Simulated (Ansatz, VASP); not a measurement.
## LiNbO3 in VASP and in Ansatz

The input INCAR:

```
  PREC = Accurate
  ENCUT = 750
  EDIFF = 1E-6
  ISMEAR = -1
  SIGMA = 0.01
  LREAL = F
  LASPH = T
  NELM = 120
  ALGO = Normal
  ISIF = 2
  LWAVE = F
  LCHARG = F
  GGA = PE
  NBANDS = 45
  GGA_COMPAT = F
```

The input KPOINTS:

```
regular mesh
0
Gamma
  7 7 7
```

Contents of POSCAR:

```
LiNbO3
1.0
    2.5949501352      1.4981951591      4.6722232478
   -2.5949501352      1.4981951591      4.6722232478
    0.0000000000     -2.9963903182      4.6722232478
Li Nb O
2 2 6
Direct
    0.7183944785      0.7182303876      0.7183546098
    0.2183944777      0.2183546095      0.2182303878
    0.9995007267      0.9998476932      0.9998927449
    0.4995007259      0.4998927446      0.4998476936
    0.2781273552      0.6424602945      0.8886686613
    0.6419951018      0.8893441573      0.2792132455
    0.8901673530      0.2788010812      0.6415571448
    0.3901673523      0.1415571445      0.7788010819
    0.7781273557      0.3886686607      0.1424602943
    0.1419951012      0.7792132457      0.3893441574
```

Input for Ansatz:

```yaml
crystal:
  lattice:
    - [2.5949501352, 1.4981951591, 4.6722232478]
    - [-2.5949501352, 1.4981951591, 4.6722232478]
    - [0.0, -2.9963903182, 4.6722232478]
  atoms:
    - { symbol: Li, position: [0.7183944785, 0.7182303876, 0.7183546098] }
    - { symbol: Li, position: [0.2183944777, 0.2183546095, 0.2182303878] }
    - { symbol: Nb, position: [0.9995007267, 0.9998476932, 0.9998927449] }
    - { symbol: Nb, position: [0.4995007259, 0.4998927446, 0.4998476936] }
    - { symbol: O, position: [0.2781273552, 0.6424602945, 0.8886686613] }
    - { symbol: O, position: [0.6419951018, 0.8893441573, 0.2792132455] }
    - { symbol: O, position: [0.890167353, 0.2788010812, 0.6415571448] }
    - { symbol: O, position: [0.3901673523, 0.1415571445, 0.7788010819] }
    - { symbol: O, position: [0.7781273557, 0.3886686607, 0.1424602943] }
    - { symbol: O, position: [0.1419951012, 0.7792132457, 0.3893441574] }
basis:
  ecutwfc: 420.0
  ecutrho_ratio: 4
  xc_grid: 2
  precision: f64
hamiltonian:
  pseudopotentials: { kind: paw, azcp: { folder: soft_1 } }
scf:
  max_iter: 100
  self_checks: high
  occupations: { method: fermi_dirac, width: 0.01 }
kpoints:
  mp_grid: { grid: [7, 7, 7] }
  band_path: { path: [VBM, CBM], npoints: 1 }
checkpoint:
  write: "../edges.point.run"
  compress: false
  write_wavefunctions: true
  write_every: 100000
```

Alike in both runs: task single point; functional PBE; k mesh 7 × 7 × 7; occupations fermi-dirac, width 0.01 eV; no spin polarisation.

|  | VASP | Ansatz |
| --- | --- | --- |
| version | VASP 6.6.1 | Ansatz 0.2.0 |
| potentials or method | VASP PAW PBE potentials, release 64 (Li_sv, Nb_sv, O), cutoff 750 eV | plane-wave PAW DFT |
| valence electrons in the cell | 68 | 68 |

|  | VASP | Ansatz | Ansatz less VASP |
| --- | --- | --- | --- |
| gap on the k mesh at the Fermi level (eV) | 3.53 | 3.54 | +0.011 |

The functional is the same, so the differences come from potentials, cutoffs and numerics.
